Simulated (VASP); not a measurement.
**Sn: single point with PBEsol+D3(BJ)**

Sn:

```
Sn
1.0
    -1.83031    1.64517    1.83085
     1.83031   -1.64517    1.83085
     1.83031    1.64517   -1.83085
Sn
1
Direct
  0.00000 0.00000 0.00000
```

This cell differs from its parent crystal: volume scaled by 0.88, then relaxed in part.

```
Program                : VASP 6.6.1
Task                   : single point
Functional             : PBEsol
Dispersion             : D3(BJ)
Potentials or basis    : VASP PAW PBE potentials, release 64 (Sn_d)
Cutoff                 : 520 eV
k mesh                 : 16 × 16 × 16
Occupations            : gaussian, width 0.1 eV
Spin                   : no spin polarisation
Dipole correction      : no
Further INCAR settings : ALGO = Fast; EDIFF = 1e-06; NBANDS = 13
```

The pressure is 10.7 GPa, the band gap on the k mesh is zero (band 7 reaches 20.01 eV, above the bottom of band 8 at 7.74 eV) and the dispersion energy per atom is -0.484 eV.

Stress tensor (GPa, compression positive):
```
10.69  0.00  0.00
 0.00 10.61  0.00
 0.00  0.00 10.67
```

Levels at points of the mesh, in eV from the Fermi level:
```csv
k point,band 4,band 5,band 6,band 7,band 8,band 9,band 10,band 11
"(0.00, 0.00, 0.00)",-21.49,-21.38,-12.84,9.25,9.25,10.93,12.57,12.57
"(0.50, 0.00, 0.00)",-21.37,-21.26,-6.35,-5.50,3.86,5.38,8.44,8.72
"(0.00, 0.50, 0.00)",-21.44,-21.28,-7.32,-5.86,5.61,7.61,10.52,10.69
"(0.50, 0.50, 0.00)",-21.37,-21.26,-6.34,-5.49,3.86,5.38,8.44,8.71
"(0.50, 0.50, 0.50)",-21.31,-21.27,-1.64,-1.55,-1.54,0.99,3.20,4.98
```

It took 47 s on 1 thread of Intel(R) Xeon(R) 6975P-C (Granite Rapids) (shared host), peak memory 0.28 GiB.

Caveat: the PAW data sets were made with another functional, which shifts forces and pressure a little; spin-orbit coupling is left out, which moves the levels of the heavy elements; pairwise dispersion overbinds metals, which lowers pressure and volume.
